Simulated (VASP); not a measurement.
# Pb (C2/m) in VASP: further runs

The runs below take Pb through single point, relaxation of shape and atoms at fixed volume, with PBE+D3(BJ).

All numbers are computed with VASP 6.6.1; they aren't measurements. Logs are shortened: lines on timing, memory, paths and dates and some standing lists are left out, and cuts for length are marked.

## Step 1: The cell of the first run

The typed cell holds 2 atoms: a = 3.465 Å, b = 3.465 Å, c = 6.952 Å, α = 120.01°, β = 120.01°, γ = 60.21°.

## Step 2: Single point, PBE+D3(BJ) (29.54 Å³/atom)

INCAR reads:

```
SYSTEM = Pb
PREC = Accurate
ENCUT = 520
EDIFF = 1E-7
ISMEAR = 0
SIGMA = 0.1
LREAL = .False.
LASPH = .True.
NELM = 100
ALGO = Fast
ISIF = 2
LWAVE = .False.
LCHARG = .True.
GGA = PE
IVDW = 12
LELF = .True.
LVHAR = .True.
NBANDS = 21
```

KPOINTS reads:

```
regular mesh
0
Gamma
  14 14 8
  0 0 0
```

POSCAR reads:

```
Pb
1.0
    2.9571319187     -1.7377002862     -0.4890360519
    2.9571319187      1.7377002862     -0.4890360519
   -3.0397110780      0.0000000000      6.2517487665
Pb
2
Direct
    0.0000000000      0.0000000000      0.2500000000
    1.0000000000      1.0000000000      0.7500000000
```

Potentials or basis: VASP PAW PBE potentials, release 64 (Pb_d).

On the command line:

```bash
$ cat potpaw_PBE.64/Pb_d/POTCAR > POTCAR
$ mpirun -np 1 vasp_std > vasp.out
```

OUTCAR:

```text
SYSTEM = Pb
   PREC = Accurate
   ENCUT = 520
   EDIFF = 1E-7
   ISMEAR = 0
   LREAL = .False.
   LASPH = .True.
   NELM = 100
   ISIF = 2
   GGA = PE
   IVDW = 12
 IVDW          = 12

 ion  position               nearest neighbor table
   1  0.000  0.000  0.250-   2 3.47   2 3.47   2 3.47   2 3.47   2 3.48   2 3.48
   2  0.000  0.000  0.750-   1 3.47   1 3.47   1 3.47   1 3.47   1 3.48   1 3.48

  Warning from LATTYP: Got some problem with cell dimensions!
  Tried to take original basis but could not verify dimensions!
  LATTYP: Found a base centered monoclinic cell.
 ALAT       =     5.9945927117
 B/A-ratio  =     0.5797559133
 C/A-ratio  =     1.0019401907
 COS(beta)  =    -0.3289229977

  Lattice vectors:

 A1 = (  -2.9571319187,   1.7377002862,   0.4890360519)
 A2 = (  -2.9571319187,  -1.7377002862,   0.4890360519)
 A3 = (   2.8745527594,   0.0000000000,   5.2736766627)

Analysis of symmetry for initial positions (statically):
=====================================================================
 Subroutine PRICEL returns following result:

  LATTYP: Found a base centered monoclinic cell.
 ALAT       =     5.9945927117
 B/A-ratio  =     0.5797559133
 C/A-ratio  =     0.5798193261
 COS(beta)  =    -0.5781446037

  Lattice vectors:

 A1 = (   2.9571319187,  -1.7377002862,  -0.4890360519)
 A2 = (   2.9571319187,   1.7377002862,  -0.4890360519)
 A3 = (  -1.5198555390,   0.0000000000,   3.1258743832)

   2 primitive cells build up your supercell.

 Routine SETGRP: Setting up the symmetry group for a
 base centered monoclinic supercell.

 Subroutine GETGRP returns: Found  4 space group operations
 (whereof  4 operations were pure point group operations)
 out of a pool of  4 trial point group operations.

The static configuration has the point symmetry C_2h.

Analysis of symmetry for dynamics (positions and initial velocities):
=====================================================================
 Subroutine PRICEL returns following result:

  LATTYP: Found a base centered monoclinic cell.
 ALAT       =     5.9945927117
 B/A-ratio  =     0.5797559133
 C/A-ratio  =     0.5798193261
 COS(beta)  =    -0.5781446037

  Lattice vectors:

 A1 = (   2.9571319187,  -1.7377002862,  -0.4890360519)
 A2 = (   2.9571319187,   1.7377002862,  -0.4890360519)
 A3 = (  -1.5198555390,   0.0000000000,   3.1258743832)

   2 primitive cells build up your supercell.

 Routine SETGRP: Setting up the symmetry group for a
 base centered monoclinic supercell.

 Subroutine GETGRP returns: Found  4 space group operations
 (whereof  4 operations were pure point group operations)
 out of a pool of  4 trial point group operations.

The dynamic configuration has the point symmetry C_2h.

 Subroutine INISYM returns: Found  4 space group operations
 (whereof  4 operations are pure point group operations),
 and found     2 'primitive' translations

----------------------------------------------------------------------------------------

                                     Primitive cell

  volume of cell :      29.5422

  direct lattice vectors                    reciprocal lattice vectors
     2.957131919 -1.737700286 -0.489036052     0.183867203 -0.287736616  0.089399494
     2.957131919  1.737700286 -0.489036052     0.183867203  0.287736616  0.089399494
    -1.519855539  0.000000000  3.125874383     0.057531225  0.000000000  0.347883190

  length of vectors
     3.464590557  3.464590557  3.475780706     0.352975606  0.352975606  0.352608218

  position of ions in fractional coordinates (direct lattice)
     0.000000000  0.000000000  0.500000000

  ion indices of the primitive-cell ions
   primitive index   ion index
                 1           1

----------------------------------------------------------------------------------------

 KPOINTS: regular mesh

Automatic generation of k-mesh.
 Grid dimensions read from file:
 generate k-points for:   14   14    8

 Generating k-lattice:

  Cartesian coordinates                     Fractional coordinates (reciprocal lattice)
     0.013133372 -0.020552615  0.006385678     0.071428571 -0.000000000  0.000000000
     0.013133372  0.020552615  0.006385678    -0.000000000  0.071428571  0.000000000
     0.003595702  0.000000000  0.021742699     0.000000000  0.000000000  0.125000000

  Length of vectors
     0.025212543  0.025212543  0.022038014

  Shift w.r.t. Gamma in fractional coordinates (k-lattice)
     0.000000000  0.000000000  0.000000000

 Subroutine IBZKPT returns following result:
 ===========================================

 Found    429 irreducible k-points:

 Following reciprocal coordinates:
            Coordinates               Weight
  0.000000  0.000000  0.000000      1.000000
  0.071429 -0.000000  0.000000      4.000000
  0.142857  0.000000 -0.000000      4.000000
  0.214286 -0.000000  0.000000      4.000000
  0.285714 -0.000000  0.000000      4.000000
  0.357143 -0.000000  0.000000      4.000000
[... 16 lines left out ...]
  0.214286  0.142857 -0.000000      4.000000
  0.285714  0.142857  0.000000      4.000000
 [... further k-points ...]
   k-points           NKPTS =    429   k-points in BZ     NKDIM =    429   number of bands    NBANDS=     21
   number of dos      NEDOS =    301   number of ions     NIONS =      2
   total plane-waves  NPLWV =  42336
   dimension x,y,z NGX =    28 NGY =   28 NGZ =   54
   dimension x,y,z NGXF=    56 NGYF=   56 NGZF=  108
   ions per type =               2
   NGX,Y,Z   is equivalent  to a cutoff of  13.44, 13.44, 12.91 a.u.
   NGXF,Y,Z  is equivalent  to a cutoff of  26.87, 26.87, 25.83 a.u.
 SYSTEM =  Pb
   PREC   = accura    normal or accurate (medium, high low for compatibility)
   ISTART =      0    job   : 0-new  1-cont  2-samecut
   ICHARG =      2    charge: 1-file 2-atom 10-const
   ISPIN  =      1    spin polarized calculation?
   LNONCOLLINEAR =      F non collinear calculations
   LSORBIT =      F    spin-orbit coupling
   LASPH  =      T    aspherical Exc in radial PAW
   ENCUT  =  520.0 eV  38.22 Ry    6.18 a.u.   6.44  6.44 12.93*2*pi/ulx,y,z
   NELM   =    100;   NELMIN=  2; NELMDL= -5     # of ELM steps
   EDIFF  = 0.1E-06   stopping-criterion for ELM
   LREAL  =      F    real-space projection
   EDIFFG = 0.1E-05   stopping-criterion for IOM
   NSW    =      0    number of steps for IOM
   IBRION =     -1    ionic relax: 0-MD 1-quasi-New 2-CG
   NFREE  =      0    steps in history (QN), initial steepest desc. (CG)
   ISIF   =      2    stress and relaxation
   ISYM   =      2    0-nonsym 1-usesym 2-fastsym
   POTIM  = 0.5000    time-step for ionic-motion
   TEBEG  =    0.0;   TEEND  =   0.0 temperature during run
   PSTRESS=    0.0 pullay stress
   NELECT =      28.0000    total number of electrons
   NUPDOWN=      -1.0000    fix difference up-down
   EMIN   =  10.00;   EMAX   =-10.00  energy-range for DOS
   EFERMI =   0.00;   METHOD = LEGACY
   ISMEAR =     0;   SIGMA  =   0.10  broadening in eV -4-tet -1-fermi 0-gaus
   EFERMI_NEDOS =   21; number of points for ismear=-14 and -15
   IALGO  =     68    algorithm
   IMIX   =      4    mixing-type and parameters
     AMIX     =   0.40;   BMIX     =  1.00
     AMIX_MAG =   1.60;   BMIX_MAG =  1.00
  volume/ion in A,a.u.               =      29.54       199.36
  Fermi-wavevector in a.u.,A,eV,Ry     =   1.276351  2.411954 22.164870  1.629072
  Thomas-Fermi vector in A             =   2.409012
   LORBIT       =      0    0 simple, 1 ext, 2 COOP (PROOUT), +10 PAW based schemes
   GGA     = PE    functional components
   LHFCALC =     F    Hartree Fock is set to
   AEXX    =    0.0000 exact exchange contribution
   IVDW    =    12    specifies the selected vdW correction
   LEPSILON=     F    determine dielectric tensor
   LRPA    =     F    only Hartree local field effects (RPA)
 non-spin polarized calculation
 RMM-DIIS sequential band-by-band and
 Gauss-broadening in eV      SIGMA  =   0.10
  energy-cutoff  :      520.00
  volume of cell :       59.08
 maximum number of plane-waves:      1613
 NGX is ok and might be reduce to    28
   NGX = 13   NGY = 13   NGZ = 25

 number of electron      27.9999996 magnetization

 Free energy of the ion-electron system (eV)
  ---------------------------------------------------
  ext. energy  EPLUGINS =         0.00000000
  ---------------------------------------------------
  free energy    TOTEN  =        -7.08170879 eV

  energy without entropy =       -7.07793614  energy(sigma->0) =       -7.07982247

 E-fermi :   7.6319     XC(G=0): -10.3103

 val. band max:        7.6307803254   @ k =  -0.3571   0.5000   0.3750
 cond. band min:       7.6367351400   @ k =  -0.0714   0.2143   0.2500
 fundamental gap:      0.0059548146
 Fermi energy:         7.6319460439

 k-point     1 :       0.0000    0.0000    0.0000
  band No.  band energies     occupation
      1      -9.5494      2.00000
      2      -9.5165      2.00000
      3      -9.5151      2.00000
      4      -9.5090      2.00000
      5      -9.5056      2.00000
      6      -9.4986      2.00000
[... 13 lines left out ...]
     20      17.2994      0.00000
     21      17.3571      0.00000

 k-point     2 :       0.0714   -0.0000    0.0000
  band No.  band energies     occupation
      1      -9.5416      2.00000
      2      -9.5141      2.00000
      3      -9.5085      2.00000
      4      -9.5050      2.00000
      5      -9.5025      2.00000
      6      -9.4859      2.00000
[... 13 lines left out ...]
     20      17.1503      0.00000
     21      18.0997      0.00000

 k-point     3 :       0.1429    0.0000   -0.0000
  band No.  band energies     occupation
      1      -9.5458      2.00000
      2      -9.5153      2.00000
      3      -9.4904      2.00000
      4      -9.4849      2.00000
      5      -9.4849      2.00000
      6      -9.4469      2.00000
[... 13 lines left out ...]
     20      16.9044      0.00000
     21      19.6156      0.00000
[... 457 lines left out ...]
 k-point    23 :       0.2143    0.1429   -0.0000
  band No.  band energies     occupation
      1      -9.5543      2.00000
      2      -9.5031      2.00000
      3      -9.5019      2.00000
      4      -9.4371      2.00000
      5      -9.4315      2.00000
      6      -9.4123      2.00000
[... 13 lines left out ...]
     20      16.4515      0.00000
     21      17.3452      0.00000

 k-point    24 :       0.2857    0.1429    0.0000
  band No.  band energies     occupation
      1      -9.5562      2.00000
      2      -9.5349      2.00000
      3      -9.4894      2.00000
      4      -9.4504      2.00000
      5      -9.4234      2.00000
      6      -9.3950      2.00000
[... 13 lines left out ...]
     20      16.7790      0.00000
     21      17.7154      0.00000

 [... further k-points ...]

------------------------ aborting loop because EDIFF is reached ----------------------------------------

 Edisp (eV)   -0.84141

 E8    (eV) :    -0.4265

  FORCE on cell =-STRESS in cart. coord.  units (eV):
  Direction    XX          YY          ZZ          XY          YZ          ZX
  --------------------------------------------------------------------------------------
  -------------------------------------------------------------------------------------
  Total       0.54203     0.52450     0.54268     0.00000     0.00000    -0.00582
  in kB      14.69824    14.22283    14.71587     0.00000     0.00000    -0.15774
  external pressure =       14.55 kB  Pullay stress =        0.00 kB

 VOLUME and BASIS-vectors are now :
 -----------------------------------------------------------------------------
  energy-cutoff  :      520.00
  volume of cell :       59.08
      direct lattice vectors                 reciprocal lattice vectors
     2.957131919 -1.737700286 -0.489036052     0.183867203 -0.287736616  0.089399494
     2.957131919  1.737700286 -0.489036052     0.183867203  0.287736616  0.089399494
    -3.039711078  0.000000000  6.251748767     0.028765612  0.000000000  0.173941595

 POSITION                                       TOTAL-FORCE (eV/Angst)
 -----------------------------------------------------------------------------------
     -0.75993      0.00000      1.56294        -0.000000      0.000000      0.000000
     -2.27978      0.00000      4.68881         0.000000     -0.000000     -0.000000
 -----------------------------------------------------------------------------------
    total drift:                               -0.000000      0.000000      0.000000

  FREE ENERGIE OF THE ION-ELECTRON SYSTEM (eV)
  ---------------------------------------------------
  free  energy   TOTEN  =        -7.9231178688 eV

  energy  without entropy=       -7.9193452132  energy(sigma->0) =       -7.92123154
```

Wall time 13 min (1 thread of Intel Xeon Platinum 8375C at 2.90GHz (Ice Lake), shared host); peak memory 0.53 GiB.

Results:

| Item | Value |
| --- | --- |
| Free energy | -7.9231 eV |
| Pressure | 1.5 GPa |
| Band gap on the k mesh | zero (bands 14 and 15 overlap by 7.36 eV) |
| Dispersion energy per atom | -0.421 eV |

Levels at points of the mesh, in eV from the Fermi level:
| k point | band 12 | band 13 | band 14 | band 15 | band 16 | band 17 |
| --- | --- | --- | --- | --- | --- | --- |
| (0.00, 0.00, 0.00) | -8.22 | -4.39 | 5.65 | 5.73 | 7.55 | 7.58 |
| (0.50, 0.00, 0.00) | -6.75 | -4.39 | -3.44 | 2.02 | 2.07 | 5.42 |
| (0.50, 0.50, 0.00) | -6.69 | -4.39 | -3.40 | 1.98 | 1.99 | 5.37 |
| (0.00, 0.00, 0.50) | -10.76 | 0.73 | 0.73 | 6.49 | 6.49 | 6.55 |
| (0.50, 0.00, 0.50) | -7.88 | -2.56 | -2.56 | 0.99 | 0.99 | 3.47 |
| (0.50, 0.50, 0.50) | -7.85 | -2.57 | -2.57 | 1.04 | 1.04 | 3.39 |

Caveat: spin-orbit coupling is left out, which moves the levels of the heavy elements.

(Continued in part 2 of 2.)
